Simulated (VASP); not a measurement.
# ZnSe: single point with PBEsol

Crystal: ZnSe.

```
Zn Se
1.0
     0.00000    2.81659    2.81659
     2.81659    0.00000    2.81659
     2.81659    2.81659    0.00000
Zn Se
1 1
Direct
  0.00000 0.00000 0.00000
  0.75000 0.75000 0.75000
```

```yaml
Program: VASP 6.6.1
Task: single point
Functional: PBEsol
Potentials_or_basis: VASP PAW PBE potentials, release 64 (Zn, Se)
Cutoff: 520 eV
k_mesh: 14 × 14 × 14
Occupations: fermi-dirac, width 0.1 eV
Spin: no spin polarisation
Dipole_correction: no
Further_INCAR_settings: ALGO = Normal; EDIFF = 1e-06; NBANDS = 16
```

* Pressure: 0.3 GPa
* Band gap on the k mesh: 1.24 eV

Levels at points of the mesh, in eV from the valence-band top:
```csv
k point,band 5,band 6,band 7,band 8,band 9,band 10,band 11,band 12,band 13,band 14
"(0.00, 0.00, 0.00)",-6.24,-6.24,0.00,0.00,0.00,1.24,5.73,5.73,5.73,9.81
"(0.50, 0.00, 0.00)",-6.22,-6.07,-5.40,-0.90,-0.90,2.48,6.30,6.30,8.45,10.90
"(0.50, 0.50, 0.00)",-6.18,-6.05,-4.87,-2.28,-2.28,2.80,3.37,10.74,11.30,11.30
```

Run time: 63 s on 1 thread of Intel(R) Xeon(R) Platinum 8488C (Sapphire Rapids), with other jobs on the host, peak memory 0.22 GiB.

Caveat: the PAW data sets were made with another functional, which shifts forces and pressure a little.
